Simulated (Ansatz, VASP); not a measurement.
# TaSi2: VASP beside Ansatz

```xyz
3
Lattice="4.4124 0.0000 0.0000 -2.2062 3.8213 0.0000 0.0000 0.0000 2.6484" Properties=species:S:1:pos:R:3 pbc="T T T"
Ta    0.0000    0.0000    1.3242
Si    0.0000    2.5475    0.0000
Si    2.2062    1.2738    0.0000
```

Alike in both runs: task relaxation of cell and atoms; functional PBE; k mesh 12 × 12 × 18; occupations gaussian, width 0.1 eV; no spin polarisation.

|  | VASP | Ansatz |
| --- | --- | --- |
| version | VASP 6.6.1 | Ansatz 0.2.0 |
| potentials or method | VASP PAW PBE potentials, release 64 (Ta_pv, Si), cutoff 600 eV | scalar-relativistic, plane waves, PAW |
| valence electrons in the cell | 19 | 21 |

|  | VASP | Ansatz | Ansatz less VASP |
| --- | --- | --- | --- |
| gap on the k mesh at the Fermi level, each at its own relaxed structure (eV) | none | none | - |
| relaxed volume (Å³/atom) | 14.87 | 14.86 | -0.010 |
| relaxed cell length with the largest relative difference (Å) | 2.650 | 2.649 | -0.0008 |

A gap of «none» marks a metal or a gap that the smearing closes. VASP's potentials hold 19 valence electrons a cell and Ansatz's 21, so a difference there can come from the potentials and not from the codes.

Neither program's run includes spin-orbit coupling.
